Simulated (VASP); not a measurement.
# InP (F-43m) in VASP: a series of runs

The runs below take InP through single point, relaxation of cell and atoms, with LDA, PBEsol.

All numbers are computed with VASP 6.6.1; they aren't measurements. Logs are shortened: lines on timing, memory, paths and dates and some standing lists are left out, and cuts for length are marked.

## 1. The cell of the first run

Symmetry: F-43m, No. 216, cubic system. Conventional cell: a = 5.908 Å, b = 5.908 Å, c = 5.908 Å, α = 90.00°, β = 90.00°, γ = 90.00°. Within 3.4 Å of In (site symmetry -43m) lie 4 P at 2.56 Å. P (site symmetry -43m) has 4 In at 2.56 Å within 3.4 Å.

## 2. Single point, LDA

INCAR reads:

```
PREC = Accurate
ENCUT = 520
EDIFF = 1E-6
ISMEAR = 0
SIGMA = 0.01
LREAL = F
LASPH = T
NELM = 80
ALGO = Normal
ISIF = 2
LWAVE = F
LCHARG = T
GGA = CA
LELF = T
LVHAR = T
NBANDS = 16
```

KPOINTS reads:

```
Automatic mesh
0
Gamma
  8 8 8
```

POSCAR reads:

```
InP
1.0
    0.0000000000      2.9538132889      2.9538132889
    2.9538132889      0.0000000000      2.9538132889
    2.9538132889      2.9538132889      0.0000000000
In P
1 1
Direct
    0.0000000000      0.0000000000      0.0000000000
    0.2500000000      0.2500000000      0.2500000000
```

Potentials or basis: VASP PAW LDA potentials, release 64 (In_d, P).

On the command line:

```bash
$ cat potpaw_LDA.64/In_d/POTCAR potpaw_LDA.64/P/POTCAR > POTCAR
$ mpirun -np 1 vasp_std > vasp.out
```

OUTCAR:

```text
PREC = Accurate
   ENCUT = 520
   EDIFF = 1E-6
   ISMEAR = 0
   LREAL = F
   LASPH = T
   NELM = 80
   ISIF = 2
   GGA = CA

 ion  position               nearest neighbor table
   1  0.000  0.000  0.000-   2 2.56   2 2.56   2 2.56   2 2.56
   2  0.250  0.250  0.250-   1 2.56   1 2.56   1 2.56   1 2.56

  LATTYP: Found a face centered cubic cell.
 ALAT       =     5.9076265778

  Lattice vectors:

 A1 = (   0.0000000000,   2.9538132889,   2.9538132889)
 A2 = (   2.9538132889,   0.0000000000,   2.9538132889)
 A3 = (   2.9538132889,   2.9538132889,   0.0000000000)

Analysis of symmetry for initial positions (statically):
=====================================================================
 Subroutine PRICEL returns:
 Original cell was already a primitive cell.

 Routine SETGRP: Setting up the symmetry group for a
 face centered cubic supercell.

 Subroutine GETGRP returns: Found 24 space group operations
 (whereof 24 operations were pure point group operations)
 out of a pool of 48 trial point group operations.

The static configuration has the point symmetry T_d .

Analysis of symmetry for dynamics (positions and initial velocities):
=====================================================================
 Subroutine PRICEL returns:
 Original cell was already a primitive cell.

 Routine SETGRP: Setting up the symmetry group for a
 face centered cubic supercell.

 Subroutine GETGRP returns: Found 24 space group operations
 (whereof 24 operations were pure point group operations)
 out of a pool of 48 trial point group operations.

The dynamic configuration has the point symmetry T_d .

 Subroutine INISYM returns: Found 24 space group operations
 (whereof 24 operations are pure point group operations),
 and found     1 'primitive' translations

----------------------------------------------------------------------------------------

                                     Primitive cell

  volume of cell :      51.5441

  direct lattice vectors                    reciprocal lattice vectors
     0.000000000  2.953813289  2.953813289    -0.169272717  0.169272717  0.169272717
     2.953813289  0.000000000  2.953813289     0.169272717 -0.169272717  0.169272717
     2.953813289  2.953813289  0.000000000     0.169272717  0.169272717 -0.169272717

  length of vectors
     4.177322814  4.177322814  4.177322814     0.293188946  0.293188946  0.293188946

  position of ions in fractional coordinates (direct lattice)
     0.000000000  0.000000000  0.000000000
     0.250000000  0.250000000  0.250000000

  ion indices of the primitive-cell ions
   primitive index   ion index
                 1           1
                 2           2

----------------------------------------------------------------------------------------

 KPOINTS: Automatic mesh

Automatic generation of k-mesh.
 Grid dimensions read from file:
 generate k-points for:    8    8    8

 Generating k-lattice:

  Cartesian coordinates                     Fractional coordinates (reciprocal lattice)
    -0.021159090  0.021159090  0.021159090     0.125000000  0.000000000  0.000000000
     0.021159090 -0.021159090  0.021159090     0.000000000  0.125000000  0.000000000
     0.021159090  0.021159090 -0.021159090     0.000000000  0.000000000  0.125000000

  Length of vectors
     0.036648618  0.036648618  0.036648618

  Shift w.r.t. Gamma in fractional coordinates (k-lattice)
     0.000000000  0.000000000  0.000000000

 Subroutine IBZKPT returns following result:
 ===========================================

 Found     29 irreducible k-points:

 Following reciprocal coordinates:
            Coordinates               Weight
  0.000000  0.000000  0.000000      1.000000
  0.125000  0.000000  0.000000      8.000000
  0.250000  0.000000  0.000000      8.000000
  0.375000  0.000000  0.000000      8.000000
  0.500000  0.000000  0.000000      4.000000
  0.125000  0.125000  0.000000      6.000000
[... 16 lines left out ...]
  0.500000  0.250000  0.125000     48.000000
 -0.375000  0.250000  0.125000     24.000000
 [... further k-points ...]
   k-points           NKPTS =     29   k-points in BZ     NKDIM =     29   number of bands    NBANDS=     16
   number of dos      NEDOS =    301   number of ions     NIONS =      2
   total plane-waves  NPLWV =  32768
   dimension x,y,z NGX =    32 NGY =   32 NGZ =   32
   dimension x,y,z NGXF=    64 NGYF=   64 NGZF=   64
   ions per type =               1   1
   NGX,Y,Z   is equivalent  to a cutoff of  12.74, 12.74, 12.74 a.u.
   NGXF,Y,Z  is equivalent  to a cutoff of  25.47, 25.47, 25.47 a.u.
 SYSTEM =  unknown system
   PREC   = accura    normal or accurate (medium, high low for compatibility)
   ISTART =      0    job   : 0-new  1-cont  2-samecut
   ICHARG =      2    charge: 1-file 2-atom 10-const
   ISPIN  =      1    spin polarized calculation?
   LNONCOLLINEAR =      F non collinear calculations
   LSORBIT =      F    spin-orbit coupling
   LASPH  =      T    aspherical Exc in radial PAW
   ENCUT  =  520.0 eV  38.22 Ry    6.18 a.u.   7.77  7.77  7.77*2*pi/ulx,y,z
   NELM   =     80;   NELMIN=  2; NELMDL= -5     # of ELM steps
   EDIFF  = 0.1E-05   stopping-criterion for ELM
   LREAL  =      F    real-space projection
   EDIFFG = 0.1E-04   stopping-criterion for IOM
   NSW    =      0    number of steps for IOM
   IBRION =     -1    ionic relax: 0-MD 1-quasi-New 2-CG
   NFREE  =      0    steps in history (QN), initial steepest desc. (CG)
   ISIF   =      2    stress and relaxation
   ISYM   =      2    0-nonsym 1-usesym 2-fastsym
   POTIM  = 0.5000    time-step for ionic-motion
   TEBEG  =    0.0;   TEEND  =   0.0 temperature during run
   PSTRESS=    0.0 pullay stress
   NELECT =      18.0000    total number of electrons
   NUPDOWN=      -1.0000    fix difference up-down
   EMIN   =  10.00;   EMAX   =-10.00  energy-range for DOS
   EFERMI =   0.00;   METHOD = LEGACY
   ISMEAR =     0;   SIGMA  =   0.01  broadening in eV -4-tet -1-fermi 0-gaus
   EFERMI_NEDOS =   21; number of points for ismear=-14 and -15
   IALGO  =     38    algorithm
   IMIX   =      4    mixing-type and parameters
     AMIX     =   0.40;   BMIX     =  1.00
     AMIX_MAG =   1.60;   BMIX_MAG =  1.00
  volume/ion in A,a.u.               =      25.77       173.92
  Fermi-wavevector in a.u.,A,eV,Ry     =   1.152850  2.178570 18.082987  1.329062
  Thomas-Fermi vector in A             =   2.289498
   LORBIT       =      0    0 simple, 1 ext, 2 COOP (PROOUT), +10 PAW based schemes
   GGA     = CA    functional components
   LHFCALC =     F    Hartree Fock is set to
   AEXX    =    0.0000 exact exchange contribution
   IVDW    =     0    specifies the selected vdW correction
   LEPSILON=     F    determine dielectric tensor
   LRPA    =     F    only Hartree local field effects (RPA)
 non-spin polarized calculation
 Gauss-broadening in eV      SIGMA  =   0.01
  energy-cutoff  :      520.00
  volume of cell :       51.54
 maximum number of plane-waves:      1411
   NGX = 15   NGY = 15   NGZ = 15

 number of electron      18.0000008 magnetization

 Free energy of the ion-electron system (eV)
  ---------------------------------------------------
  ext. energy  EPLUGINS =         0.00000000
  ---------------------------------------------------
  free energy    TOTEN  =        -9.65488391 eV

  energy without entropy =       -9.65488391  energy(sigma->0) =       -9.65488391

 E-fermi :   4.8498     XC(G=0):  -9.5088

 val. band max:        4.7501541337   @ k =   0.0000   0.0000   0.0000
 cond. band min:       5.1314173713   @ k =   0.0000   0.0000   0.0000
 fundamental gap:      0.3812632376
 Fermi energy:         4.8498139975

 k-point     1 :       0.0000    0.0000    0.0000
  band No.  band energies     occupation
      1      -9.3890      2.00000
      2      -9.3890      2.00000
      3      -9.3890      2.00000
      4      -9.2456      2.00000
      5      -9.2456      2.00000
      6      -6.6343      2.00000
[... 8 lines left out ...]
     15      14.1607      0.00000
     16      14.1607      0.00000

 k-point     2 :       0.1250    0.0000    0.0000
  band No.  band energies     occupation
      1      -9.4060      2.00000
      2      -9.3820      2.00000
      3      -9.3820      2.00000
      4      -9.2455      2.00000
      5      -9.2455      2.00000
      6      -6.4611      2.00000
[... 8 lines left out ...]
     15      13.4891      0.00000
     16      13.7191      0.00000

 k-point     3 :       0.2500    0.0000    0.0000
  band No.  band energies     occupation
      1      -9.4451      2.00000
      2      -9.3671      2.00000
      3      -9.3671      2.00000
      4      -9.2432      2.00000
      5      -9.2432      2.00000
      6      -5.9767      2.00000
[... 8 lines left out ...]
     15      13.2527      0.00000
     16      13.5899      0.00000

 k-point     4 :       0.3750    0.0000    0.0000
  band No.  band energies     occupation
      1      -9.4823      2.00000
      2      -9.3559      2.00000
      3      -9.3559      2.00000
      4      -9.2370      2.00000
      5      -9.2370      2.00000
      6      -5.3281      2.00000
[... 8 lines left out ...]
     15      14.1582      0.00000
     16      14.1582      0.00000

 k-point     5 :       0.5000    0.0000    0.0000
  band No.  band energies     occupation
      1      -9.4971      2.00000
      2      -9.3525      2.00000
      3      -9.3525      2.00000
      4      -9.2331      2.00000
      5      -9.2331      2.00000
      6      -4.9588      2.00000
[... 8 lines left out ...]
     15      15.2907      0.00000
     16      15.2907      0.00000

 k-point     6 :       0.1250    0.1250    0.0000
  band No.  band energies     occupation
      1      -9.4188      2.00000
      2      -9.3752      2.00000
      3      -9.3752      2.00000
      4      -9.2512      2.00000
      5      -9.2408      2.00000
      6      -6.4039      2.00000
[... 8 lines left out ...]
     15      14.1256      0.00000
     16      14.3040      0.00000

 k-point     7 :       0.2500    0.1250    0.0000
  band No.  band energies     occupation
      1      -9.4507      2.00000
      2      -9.3625      2.00000
      3      -9.3595      2.00000
      4      -9.2552      2.00000
      5      -9.2361      2.00000
      6      -6.0227      2.00000
[... 8 lines left out ...]
     15      14.1585      0.00000
     16      14.8488      0.00000

 k-point     8 :       0.3750    0.1250    0.0000
  band No.  band energies     occupation
      1      -9.4828      2.00000
      2      -9.3529      2.00000
      3      -9.3467      2.00000
      4      -9.2521      2.00000
      5      -9.2313      2.00000
      6      -5.4141      2.00000
[... 8 lines left out ...]
     15      14.5019      0.00000
     16      14.7341      0.00000

 k-point     9 :       0.5000    0.1250    0.0000
  band No.  band energies     occupation
      1      -9.5004      2.00000
      2      -9.3490      2.00000
      3      -9.3426      2.00000
      4      -9.2430      2.00000
      5      -9.2314      2.00000
      6      -4.8933      2.00000
[... 8 lines left out ...]
     15      15.1110      0.00000
     16      15.3206      0.00000
[... 172 lines left out ...]
 k-point    19 :       0.5000    0.3750    0.0000
  band No.  band energies     occupation
      1      -9.5468      2.00000
      2      -9.3055      2.00000
      3      -9.2989      2.00000
      4      -9.2838      2.00000
      5      -9.2174      2.00000
      6      -4.4505      2.00000
[... 8 lines left out ...]
     15      15.5713      0.00000
     16      16.5270      0.00000

 k-point    20 :      -0.3750    0.3750    0.0000
  band No.  band energies     occupation
      1      -9.5331      2.00000
      2      -9.3208      2.00000
      3      -9.3050      2.00000
      4      -9.2708      2.00000
      5      -9.2266      2.00000
      6      -4.3291      2.00000
[... 8 lines left out ...]
     15      14.5326      0.00000
     16      17.3425      0.00000

 k-point    21 :       0.5000    0.5000    0.0000
  band No.  band energies     occupation
      1      -9.5597      2.00000
      2      -9.2934      2.00000
      3      -9.2914      2.00000
      4      -9.2914      2.00000
      5      -9.2127      2.00000
      6      -4.3156      2.00000
[... 8 lines left out ...]
     15      15.5159      0.00000
     16      16.4185      0.00000

 k-point    22 :       0.3750    0.2500    0.1250
  band No.  band energies     occupation
      1      -9.4803      2.00000
      2      -9.3492      2.00000
      3      -9.3432      2.00000
      4      -9.2599      2.00000
      5      -9.2314      2.00000
      6      -5.5734      2.00000
[... 8 lines left out ...]
     15      14.8096      0.00000
     16      16.0728      0.00000

 k-point    23 :       0.5000    0.2500    0.1250
  band No.  band energies     occupation
      1      -9.5019      2.00000
      2      -9.3444      2.00000
      3      -9.3296      2.00000
      4      -9.2564      2.00000
      5      -9.2312      2.00000
      6      -4.9787      2.00000
[... 8 lines left out ...]
     15      15.3306      0.00000
     16      16.0002      0.00000

 k-point    24 :      -0.3750    0.2500    0.1250
  band No.  band energies     occupation
      1      -9.5098      2.00000
      2      -9.3439      2.00000
      3      -9.3248      2.00000
      4      -9.2509      2.00000
      5      -9.2335      2.00000
      6      -4.6481      2.00000
[... 8 lines left out ...]
     15      15.2525      0.00000
     16      15.8963      0.00000

 [... further k-points ...]

------------------------ aborting loop because EDIFF is reached ----------------------------------------

  FORCE on cell =-STRESS in cart. coord.  units (eV):
  Direction    XX          YY          ZZ          XY          YZ          ZX
  --------------------------------------------------------------------------------------
  -------------------------------------------------------------------------------------
  Total       -0.8596314     -0.8596314     -0.8596314     -0.0000000     -0.0000000      0.0000000
  in kB      -26.7204474    -26.7204474    -26.7204474     -0.0000000     -0.0000000      0.0000000
  external PRESSURE =     -26.7204474 kB  Pullay stress =       0.0000000 kB

 VOLUME and BASIS-vectors are now :
 -----------------------------------------------------------------------------
  energy-cutoff  :      520.00
  volume of cell :       51.54
      direct lattice vectors                 reciprocal lattice vectors
     0.000000000  2.953813289  2.953813289    -0.169272717  0.169272717  0.169272717
     2.953813289  0.000000000  2.953813289     0.169272717 -0.169272717  0.169272717
     2.953813289  2.953813289  0.000000000     0.169272717  0.169272717 -0.169272717

 POSITION                                       TOTAL-FORCE (eV/Angst)
 -----------------------------------------------------------------------------------
      0.00000      0.00000      0.00000         0.000000      0.000000      0.000000
      1.47691      1.47691      1.47691        -0.000000     -0.000000     -0.000000
 -----------------------------------------------------------------------------------
    total drift:                               -0.000000     -0.000000     -0.000000

  FREE ENERGIE OF THE ION-ELECTRON SYSTEM (eV)
  ---------------------------------------------------
  free  energy   TOTEN  =        -9.6548839080 eV

  energy  without entropy=       -9.6548839080  energy(sigma->0) =       -9.65488391
```

Run time: 32 s. Hardware: 1 thread of Intel Xeon 8259CL, shared host; peak memory 0.16 GiB.

What came out:

```yaml
Free_energy: -9.6549 eV
Pressure: -2.7 GPa
Band_gap_on_the_k_mesh: 0.38 eV
```

Levels at points of the mesh, in eV from the valence-band top:
| k point | band 5 | band 6 | band 7 | band 8 | band 9 | band 10 | band 11 | band 12 | band 13 | band 14 |
| --- | --- | --- | --- | --- | --- | --- | --- | --- | --- | --- |
| (0.00, 0.00, 0.00) | -14.00 | -11.38 | 0.00 | 0.00 | 0.00 | 0.38 | 3.96 | 3.96 | 3.96 | 8.17 |
| (0.50, 0.00, 0.00) | -13.98 | -9.71 | -5.71 | -0.96 | -0.96 | 1.27 | 4.70 | 4.70 | 6.84 | 9.12 |
| (0.50, 0.50, 0.00) | -13.96 | -9.07 | -5.76 | -2.28 | -2.28 | 1.63 | 2.13 | 8.85 | 9.27 | 9.27 |

Caveat: semilocal functionals underestimate gaps, and a narrow one can read as zero; spin-orbit coupling is left out, which moves the levels of the heavy elements.

[end of part 1 of 2]
